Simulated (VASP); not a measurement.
Write the native input for VASP 6.6.1 that does the following.

* Task: relaxation of cell and atoms
* Functional: PBE
* Potentials or basis: VASP PAW PBE potentials, release 64 (Li_sv, P)
* Cutoff: 600 eV
* k mesh: 6 × 6 × 6
* Occupations: gaussian, width 0.1 eV
* Spin: no spin polarisation
* Dipole correction: no
* Further INCAR settings: ALGO = Normal; EDIFF = 1e-07; IBRION = 2; EDIFFG = -0.04; NSW = 90; ISIF = 3

The structure of Li2P lies in POSCAR:

```
Li2P
1.0
   -1.9036162235      1.9036162235      6.3974661851
    1.9036162235     -1.9036162235      6.3974661851
    1.9036162235      1.9036162235     -6.3974661851
Li P
4 2
Direct
    0.5000000000      0.0000000000      0.5000000000
    0.0000000000      0.5000000000      0.5000000000
    0.3280000000      0.3280000000      0.0000000000
    0.6720000000      0.6720000000      0.0000000000
    0.1350000000      0.1350000000      0.0000000000
    0.8650000000      0.8650000000      0.0000000000
```

The input as run:

INCAR

```
  ALGO = Normal
  EDIFF = 1E-7
  EDIFFG = -0.04
  ENCUT = 600
  GGA = PE
  IBRION = 2
  ISIF = 3
  ISMEAR = 0
  LASPH = T
  LCHARG = F
  LREAL = F
  LWAVE = F
  NELM = 80
  NSW = 90
  PREC = Accurate
  SIGMA = 0.1
```

KPOINTS

```
k-points
0
Gamma
  6 6 6
```

Potentials or basis: VASP PAW PBE potentials, release 64 (Li_sv, P).

The run is started by

```bash
$ cat potpaw_PBE.64/Li_sv/POTCAR potpaw_PBE.64/P/POTCAR > POTCAR
$ mpirun -np 1 vasp_std > vasp.out
```

It gave:

* Relaxed volume: 16.49 Å³/atom
* Relaxed cell: a = 6.443 Å, b = 6.443 Å, c = 6.443 Å, α = 142.39°, β = 142.39°, γ = 54.24°
* Space group after relaxing (to 0.05 Å): I4/mmm (No. 139)
* Energy gained by relaxing: 75.7 meV/atom
* Ionic steps: 33
* Pressure after relaxing: -0.1 GPa
* Largest force after relaxing: 0.012 eV/Å
* Band gap on the k mesh: zero (band 11 reaches 3.63 eV, above the bottom of band 12 at 2.39 eV)

Caveat: the k points lie up to 0.36 Å⁻¹ apart in the final cell; the cutoff is under 1.25 times the usual one of these potentials, so pressure, stress and relaxed cells hold a basis-set (Pulay) error.

Wall time 26 min on 1 thread of Intel(R) Xeon(R) 6975P-C (Granite Rapids), on a shared host, peak memory 0.46 GiB.
